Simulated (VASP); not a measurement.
# W (Im-3m) in VASP: settings compared, part 2 of 3

VASP 6.6.1. The steps go on from the part before.

## (3) Single point, LDA (volume scaled by 0.96)

INCAR reads:

```
PREC = Accurate ; ENCUT = 520
EDIFF = 1E-7 ; ISMEAR = -1
SIGMA = 0.05 ; LREAL = False
LASPH = True ; NELM = 60
ALGO = Fast ; ISIF = 2
LWAVE = False ; LCHARG = False
NBANDS = 13
```

KPOINTS reads:

```
Automatic mesh
0
Gamma
  12 12 12
```

POSCAR reads:

```
W
1.0
   -1.5609593379      1.5609593379      1.5609593379
    1.5609593379     -1.5609593379      1.5609593379
    1.5609593379      1.5609593379     -1.5609593379
W
1
Direct
    0.0000000000      0.0000000000      0.0000000000
```

Potentials or basis: VASP PAW LDA potentials, release 64 (W_sv).

On the command line:

```bash
> cat potpaw_LDA.64/W_sv/POTCAR > POTCAR
> mpirun -np 1 vasp_std > vasp.out
```

OUTCAR:

```text
PREC = Accurate
   ENCUT = 520
   EDIFF = 1E-7
   ISMEAR = -1
   LREAL = False
   LASPH = True
   NELM = 60
   ISIF = 2

 ion  position               nearest neighbor table
   1  0.000  0.000  0.000-

  LATTYP: Found a body centered cubic cell.
 ALAT       =     3.1219186758

  Lattice vectors:

 A1 = (  -1.5609593379,   1.5609593379,   1.5609593379)
 A2 = (   1.5609593379,  -1.5609593379,   1.5609593379)
 A3 = (   1.5609593379,   1.5609593379,  -1.5609593379)

Analysis of symmetry for initial positions (statically):
=====================================================================
 Subroutine PRICEL returns:
 Original cell was already a primitive cell.

 Routine SETGRP: Setting up the symmetry group for a
 body centered cubic supercell.

 Subroutine GETGRP returns: Found 48 space group operations
 (whereof 48 operations were pure point group operations)
 out of a pool of 48 trial point group operations.

The static configuration has the point symmetry O_h .

[... 166 lines left out ...]
  band No.  band energies     occupation
      1     -61.7528      2.00000
      2     -25.4946      2.00000
      3     -25.4946      2.00000
      4     -25.4946      2.00000
      5       2.1602      2.00000
      6      10.6065      2.00000
      7      10.6065      2.00000
      8      10.6065      2.00000
      9      14.2197      0.00000
     10      14.2197      0.00000
     11      26.5902      0.00000
     12      26.5902      0.00000
     13      26.5902      0.00000
[... 354 lines left out ...]
  band No.  band energies     occupation
      1     -61.5838      2.00000
      2     -26.8962      2.00000
      3     -26.0497      2.00000
      4     -25.6067      2.00000
      5       6.1090      2.00000
      6       8.1238      2.00000
      7      11.8720      1.50823
      8      14.4103      0.00000
      9      15.2076      0.00000
     10      19.8073      0.00000
     11      22.4503      0.00000
     12      24.3806      0.00000
     13      28.6917      0.00000

 [... further k-points ...]

------------------------ aborting loop because EDIFF is reached ----------------------------------------

  FORCE on cell =-STRESS in cart. coord.  units (eV):
  Direction    XX          YY          ZZ          XY          YZ          ZX
  --------------------------------------------------------------------------------------
  -------------------------------------------------------------------------------------
  Total        0.5705913      0.5705913      0.5705913      0.0000000      0.0000000      0.0000000
  in kB       60.0898270     60.0898270     60.0898270      0.0000000      0.0000000      0.0000000
  external PRESSURE =      60.0898270 kB  Pullay stress =       0.0000000 kB

 VOLUME and BASIS-vectors are now :
 -----------------------------------------------------------------------------
  energy-cutoff  :      520.00
  volume of cell :       15.21
      direct lattice vectors                 reciprocal lattice vectors
    -1.560959338  1.560959338  1.560959338     0.000000000  0.320315839  0.320315839
     1.560959338 -1.560959338  1.560959338     0.320315839  0.000000000  0.320315839
     1.560959338  1.560959338 -1.560959338     0.320315839  0.320315839  0.000000000

 POSITION                                       TOTAL-FORCE (eV/Angst)
 -----------------------------------------------------------------------------------
      0.00000      0.00000      0.00000         0.000000      0.000000      0.000000
 -----------------------------------------------------------------------------------
    total drift:                                0.000000      0.000000      0.000000

  FREE ENERGIE OF THE ION-ELECTRON SYSTEM (eV)
  ---------------------------------------------------
  free  energy   TOTEN  =       -14.1022472654 eV

  energy  without entropy=      -14.0972251472  energy(sigma->0) =      -14.09973621
```

OSZICAR:

```text
N       E                     dE             d eps       ncg     rms          rms(c)
DAV:   1     0.858223454749E+02    0.85822E+02   -0.74527E+03  1880   0.124E+03
DAV:   2    -0.131432279408E+02   -0.98966E+02   -0.95338E+02  2122   0.325E+02
DAV:   3    -0.147483734298E+02   -0.16051E+01   -0.16023E+01  2032   0.400E+01
DAV:   4    -0.147544771368E+02   -0.61037E-02   -0.61036E-02  2092   0.273E+00
DAV:   5    -0.147545269618E+02   -0.49825E-04   -0.49825E-04  2097   0.230E-01    0.227E+01
RMM:   6    -0.142408862424E+02    0.51364E+00   -0.36886E-01  2023   0.549E+00    0.964E+00
RMM:   7    -0.141064630485E+02    0.13442E+00   -0.25953E-01  2031   0.458E+00    0.685E-01
RMM:   8    -0.141025765568E+02    0.38865E-02   -0.10360E-02  2269   0.115E+00    0.252E-01
RMM:   9    -0.141022593320E+02    0.31722E-03   -0.13253E-03  2184   0.439E-01    0.344E-02
RMM:  10    -0.141022488565E+02    0.10475E-04   -0.12150E-04  2281   0.140E-01    0.160E-02
RMM:  11    -0.141022470689E+02    0.17876E-05   -0.31790E-05  2303   0.685E-02    0.794E-03
RMM:  12    -0.141022471837E+02   -0.11486E-06   -0.49389E-06  2295   0.294E-02    0.566E-03
RMM:  13    -0.141022472511E+02   -0.67388E-07   -0.10809E-06  2075   0.133E-02    0.253E-03
RMM:  14    -0.141022472654E+02   -0.14314E-07   -0.24057E-07  1635   0.607E-03
   1 F= -.14102247E+02 E0= -.14099736E+02  d E =-.502212E-02
```

Wall time 9.1 s (1 thread of Intel Xeon 6975P-C, shared host); peak memory 0.13 GiB.

Results:

```yaml
Free_energy: -14.1022 eV
Pressure: 6.0 GPa
Band_gap_on_the_k_mesh: zero (band 7 reaches 17.39 eV, above the bottom of band 8 at 10.61 eV)
```

Caveat: the cell differs from its parent crystal (volume scaled by 0.96); spin-orbit coupling is left out, which moves the levels of the heavy elements.

## (4) Single point, LDA (volume scaled by 0.98)

INCAR reads:

```
PREC = Accurate
ENCUT = 520
EDIFF = 1E-6
ISMEAR = -1
SIGMA = 0.05
LREAL = F
LASPH = T
NELM = 60
ALGO = Fast
ISIF = 2
LWAVE = F
LCHARG = T
LELF = T
LVHAR = T
NBANDS = 13
```

KPOINTS reads:

```
regular mesh
0
Gamma
  12 12 12
```

POSCAR reads:

```
W
1.0
   -1.5717249149      1.5717249149      1.5717249149
    1.5717249149     -1.5717249149      1.5717249149
    1.5717249149      1.5717249149     -1.5717249149
W
1
Direct
    0.0000000000      0.0000000000      0.0000000000
```

Potentials or basis: VASP PAW LDA potentials, release 64 (W_sv).

On the command line:

```bash
> cat potpaw_LDA.64/W_sv/POTCAR > POTCAR
> mpirun -np 1 vasp_std > vasp.out
```

OUTCAR:

```text
PREC = Accurate
   ENCUT = 520
   EDIFF = 1E-6
   ISMEAR = -1
   LREAL = F
   LASPH = T
   NELM = 60
   ISIF = 2

 ion  position               nearest neighbor table
   1  0.000  0.000  0.000-

  LATTYP: Found a body centered cubic cell.
 ALAT       =     3.1434498298

  Lattice vectors:

 A1 = (  -1.5717249149,   1.5717249149,   1.5717249149)
 A2 = (   1.5717249149,  -1.5717249149,   1.5717249149)
 A3 = (   1.5717249149,   1.5717249149,  -1.5717249149)

Analysis of symmetry for initial positions (statically):
=====================================================================
 Subroutine PRICEL returns:
 Original cell was already a primitive cell.

 Routine SETGRP: Setting up the symmetry group for a
 body centered cubic supercell.

 Subroutine GETGRP returns: Found 48 space group operations
 (whereof 48 operations were pure point group operations)
 out of a pool of 48 trial point group operations.

The static configuration has the point symmetry O_h .

Analysis of symmetry for dynamics (positions and initial velocities):
=====================================================================
 Subroutine PRICEL returns:
 Original cell was already a primitive cell.

 Routine SETGRP: Setting up the symmetry group for a
 body centered cubic supercell.

 Subroutine GETGRP returns: Found 48 space group operations
 (whereof 48 operations were pure point group operations)
 out of a pool of 48 trial point group operations.

The dynamic configuration has the point symmetry O_h .

 Subroutine INISYM returns: Found 48 space group operations
 (whereof 48 operations are pure point group operations),
 and found     1 'primitive' translations

----------------------------------------------------------------------------------------

                                     Primitive cell

  volume of cell :      15.5306

  direct lattice vectors                    reciprocal lattice vectors
[... 106 lines left out ...]
  volume/ion in A,a.u.               =      15.53       104.81
  Fermi-wavevector in a.u.,A,eV,Ry     =   1.581446  2.988499 34.027773  2.500971
  Thomas-Fermi vector in A             =   2.681520
   LORBIT       =      0    0 simple, 1 ext, 2 COOP (PROOUT), +10 PAW based schemes
   GGA     = CA    functional components
   LHFCALC =     F    Hartree Fock is set to
   AEXX    =    0.0000 exact exchange contribution
   IVDW    =     0    specifies the selected vdW correction
   LEPSILON=     F    determine dielectric tensor
   LRPA    =     F    only Hartree local field effects (RPA)
 non-spin polarized calculation
 RMM-DIIS sequential band-by-band and
  energy-cutoff  :      520.00
  volume of cell :       15.53
 maximum number of plane-waves:       430
   NGX = 11   NGY = 11   NGZ = 11

 number of electron      14.0000005 magnetization

 Free energy of the ion-electron system (eV)
  ---------------------------------------------------
  ext. energy  EPLUGINS =         0.00000000
  ---------------------------------------------------
  free energy    TOTEN  =       -14.10733803 eV

  energy without entropy =      -14.10213858  energy(sigma->0) =      -14.10473830

 E-fermi :  11.5952     XC(G=0): -13.9428

 val. band max:       11.5703335222   @ k =   0.4167   0.0000   0.0000
 cond. band min:      11.6409365614   @ k =   0.4167   0.0833   0.0000
 fundamental gap:      0.0706030392
 Fermi energy:        11.5951799048

 k-point     1 :       0.0000    0.0000    0.0000
  band No.  band energies     occupation
      1     -62.0897      2.00000
      2     -25.8662      2.00000
      3     -25.8662      2.00000
      4     -25.8662      2.00000
      5       1.9618      2.00000
      6      10.3318      2.00000
      7      10.3318      2.00000
      8      10.3318      2.00000
      9      13.8587      0.00000
     10      13.8587      0.00000
     11      26.2381      0.00000
     12      26.2381      0.00000
     13      26.2381      0.00000
[... 354 lines left out ...]
  band No.  band energies     occupation
      1     -61.9354      2.00000
      2     -27.1764      2.00000
      3     -26.3860      2.00000
      4     -25.9699      2.00000
      5       5.9177      2.00000
      6       7.9124      2.00000
      7      11.5093      1.69558
      8      14.0284      0.00000
      9      14.8039      0.00000
     10      19.2818      0.00000
     11      21.8402      0.00000
     12      23.9871      0.00000
     13      28.0460      0.00000

 [... further k-points ...]
[... 5 lines left out ...]
  --------------------------------------------------------------------------------------
  -------------------------------------------------------------------------------------
  Total       -0.0970536     -0.0970536     -0.0970536      0.0000000      0.0000000      0.0000000
  in kB      -10.0122730    -10.0122730    -10.0122730      0.0000000      0.0000000      0.0000000
  external PRESSURE =     -10.0122730 kB  Pullay stress =       0.0000000 kB

 VOLUME and BASIS-vectors are now :
 -----------------------------------------------------------------------------
  energy-cutoff  :      520.00
  volume of cell :       15.53
      direct lattice vectors                 reciprocal lattice vectors
    -1.571724915  1.571724915  1.571724915     0.000000000  0.318121826  0.318121826
     1.571724915 -1.571724915  1.571724915     0.318121826  0.000000000  0.318121826
     1.571724915  1.571724915 -1.571724915     0.318121826  0.318121826  0.000000000

 POSITION                                       TOTAL-FORCE (eV/Angst)
 -----------------------------------------------------------------------------------
      0.00000      0.00000      0.00000         0.000000     -0.000000     -0.000000
 -----------------------------------------------------------------------------------
    total drift:                                0.000000     -0.000000      0.000000

  FREE ENERGIE OF THE ION-ELECTRON SYSTEM (eV)
  ---------------------------------------------------
  free  energy   TOTEN  =       -14.1073380317 eV

  energy  without entropy=      -14.1021385775  energy(sigma->0) =      -14.10473830
```

OSZICAR:

```text
N       E                     dE             d eps       ncg     rms          rms(c)
DAV:   1     0.842496046325E+02    0.84250E+02   -0.76290E+03  1872   0.123E+03
DAV:   2    -0.131439056946E+02   -0.97394E+02   -0.93857E+02  2122   0.320E+02
DAV:   3    -0.147727381461E+02   -0.16288E+01   -0.16249E+01  2047   0.403E+01
DAV:   4    -0.147789717776E+02   -0.62336E-02   -0.62335E-02  2062   0.275E+00
DAV:   5    -0.147790224367E+02   -0.50659E-04   -0.50660E-04  2077   0.231E-01    0.219E+01
RMM:   6    -0.142491693456E+02    0.52985E+00   -0.39098E-01  2031   0.562E+00    0.913E+00
RMM:   7    -0.141116706263E+02    0.13750E+00   -0.27242E-01  2039   0.466E+00    0.761E-01
RMM:   8    -0.141077602481E+02    0.39104E-02   -0.10680E-02  2262   0.116E+00    0.240E-01
RMM:   9    -0.141073556833E+02    0.40456E-03   -0.13684E-03  2182   0.441E-01    0.421E-02
RMM:  10    -0.141073389537E+02    0.16730E-04   -0.13146E-04  2269   0.143E-01    0.208E-02
RMM:  11    -0.141073377842E+02    0.11695E-05   -0.27661E-05  2292   0.646E-02    0.503E-03
RMM:  12    -0.141073380317E+02   -0.24743E-06   -0.42828E-06  1960   0.274E-02
   1 F= -.14107338E+02 E0= -.14104738E+02  d E =-.519945E-02
```

It took 9.2 s on 1 thread of Intel Xeon 6975P-C, shared host; peak memory 0.13 GiB.

Results:

```yaml
Free_energy: -14.1073 eV
Pressure: -1.0 GPa
Band_gap_on_the_k_mesh: zero (band 7 reaches 16.93 eV, above the bottom of band 8 at 10.33 eV)
```

Caveat: the cell differs from its parent crystal (volume scaled by 0.98); spin-orbit coupling is left out, which moves the levels of the heavy elements.

## (5) Single point, BHLYP

This run uses another cell than the first one, of 16.80 Å³/atom, 1.128 times its volume.

POSCAR reads:

```
W
1.0
   -1.6133792515      1.6133792515      1.6133792515
    1.6133792515     -1.6133792515      1.6133792515
    1.6133792515      1.6133792515     -1.6133792515
W
1
Direct
    0.0000000000      0.0000000000      0.0000000000
```

INCAR.step1 reads:

```
SYSTEM = W
PREC     = Accurate       ! precision mode
ENCUT    = 520            ! plane-wave cutoff, eV
EDIFF    = 1E-5           ! SCF threshold, eV
ISMEAR   = -1             ! smearing method
SIGMA    = 0.05           ! smearing width, eV
LREAL    = .FALSE.        ! projectors in reciprocal space
LASPH    = .TRUE.         ! aspherical terms in the spheres
NELM     = 80             ! most SCF steps
ALGO     = Normal         ! electronic algorithm
ISIF     = 2              ! what is computed and relaxed
LWAVE    = .TRUE.         ! write WAVECAR
LCHARG   = .FALSE.        ! write CHGCAR
GGA      = PE             ! functional
NBANDS   = 13             ! bands
```

INCAR.step2 reads:

```
SYSTEM = W
PREC     = Accurate       ! precision mode
ENCUT    = 520            ! plane-wave cutoff, eV
EDIFF    = 1E-6           ! SCF threshold, eV
ISMEAR   = -1             ! smearing method
SIGMA    = 0.05           ! smearing width, eV
LREAL    = .FALSE.        ! projectors in reciprocal space
LASPH    = .TRUE.         ! aspherical terms in the spheres
NELM     = 80             ! most SCF steps
ALGO     = Normal         ! electronic algorithm
ISIF     = 2              ! what is computed and relaxed
LWAVE    = .FALSE.        ! write WAVECAR
LCHARG   = .FALSE.        ! write CHGCAR
GGA      = B5             ! functional
LHFCALC  = .TRUE.         ! exact exchange
AEXX     = 0.5            ! exact-exchange fraction
ALDAX    = 0.5          
AGGAX    = 0.5          
AGGAC    = 1.0          
ALDAC    = 0.0          
PRECFOCK = Normal       
ISTART   = 1            
NBANDS   = 13             ! bands
```

KPOINTS reads:

```
Automatic mesh
0
G
  6 6 6
  0 0 0
```

Potentials or basis: VASP PAW PBE potentials, release 64 (W_sv).

On the command line:

```bash
> cat potpaw_PBE.64/W_sv/POTCAR > POTCAR
> cp INCAR.step1 INCAR
> mpirun -np 1 vasp_std > vasp.out
> cp INCAR.step2 INCAR
> mpirun -np 1 vasp_std > vasp.out
```

It took 10 min on 1 thread of Intel Xeon Platinum 8375C at 2.90GHz (Ice Lake), shared host; peak memory 0.15 GiB.

Results (log left out):

```
Free energy            : -17.9216 eV
Pressure               : -17.4 GPa
Band gap on the k mesh : zero (band 7 reaches 17.70 eV, above the bottom of band 8 at 8.19 eV)
```

Levels at points of the mesh, in eV from the Fermi level:
| k point | band 4 | band 5 | band 6 | band 7 | band 8 | band 9 | band 10 | band 11 |
| --- | --- | --- | --- | --- | --- | --- | --- | --- |
| (0.00, 0.00, 0.00) | -43.74 | -12.47 | -2.66 | -2.66 | -2.66 | 4.52 | 4.52 | 17.15 |
| (0.50, 0.00, 0.00) | -43.72 | -8.37 | -5.37 | 0.58 | 4.25 | 5.31 | 7.78 | 13.08 |
| (0.50, 0.50, 0.50) | -44.70 | -7.39 | -7.39 | 6.85 | 6.85 | 6.85 | 10.08 | 10.08 |

Caveat: the k points lie up to 0.46 Å⁻¹ apart; the PAW data sets were made with another functional, which shifts forces and pressure a little; spin-orbit coupling is left out, which moves the levels of the heavy elements.

(Continued in part 3 of 3.)
